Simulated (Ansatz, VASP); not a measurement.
One calculation of Al, two programs

INCAR

```
SYSTEM = Al
PREC     = Accurate       ! precision mode
ENCUT    = 520            ! plane-wave cutoff, eV
EDIFF    = 1E-7           ! SCF threshold, eV
ISMEAR   = 0              ! smearing method
SIGMA    = 0.1            ! smearing width, eV
LREAL    = .FALSE.        ! projectors in reciprocal space
LASPH    = .TRUE.         ! aspherical terms in the spheres
NELM     = 80             ! most SCF steps
ALGO     = Fast           ! electronic algorithm
ISIF     = 2              ! what is computed and relaxed
LWAVE    = .FALSE.        ! write WAVECAR
LCHARG   = .FALSE.        ! write CHGCAR
GGA      = PE             ! functional
NBANDS   = 8              ! bands
```

Contents of KPOINTS:

```
Automatic mesh
0
G
  8 8 8
  0 0 0
```

File POSCAR:

```
Al
1.0
    0.0000000000      2.0403982283      2.0403982283
    2.0403982283      0.0000000000      2.0403982283
    2.0403982283      2.0403982283      0.0000000000
Al
1
Direct
    0.0000000000      0.0000000000      0.0000000000
```

Input for Ansatz:

```yaml
crystal:
  lattice:
    - [0.0, 2.0403982283, 2.0403982283]
    - [2.0403982283, 0.0, 2.0403982283]
    - [2.0403982283, 2.0403982283, 0.0]
  atoms:
    - { symbol: Al, position: [0.0, 0.0, 0.0] }
basis:
  ecutwfc: 420
kpoints:
  mp_grid: { grid: [8, 8, 8] }
hamiltonian:
  xc: pbe
scf:
  occupations: { method: gaussian, width: 0.1 }
output:
  forces: true
  stress: true
  eigenvalues: true
```

Alike in both runs: task single point; functional PBE; k mesh 8 × 8 × 8; occupations gaussian, width 0.1 eV; no spin polarisation.

```csv
,VASP,Ansatz
version,VASP 6.6.1,Ansatz 0.2.0
potentials or method,"VASP PAW PBE potentials, release 64 (Al), cutoff 520 eV","scalar-relativistic, plane waves, PAW"
valence electrons in the cell,3,3
```

|  | VASP | Ansatz | Ansatz less VASP |
| --- | --- | --- | --- |
| gap on the k mesh at the Fermi level (eV) | none | none | - |
| pressure (GPa) | -2.2 | -2.2 | +0.04 |

A gap of «none» marks a metal or a gap that the smearing closes. With one functional, cell and mesh, what is left measures potentials, basis and numerics.
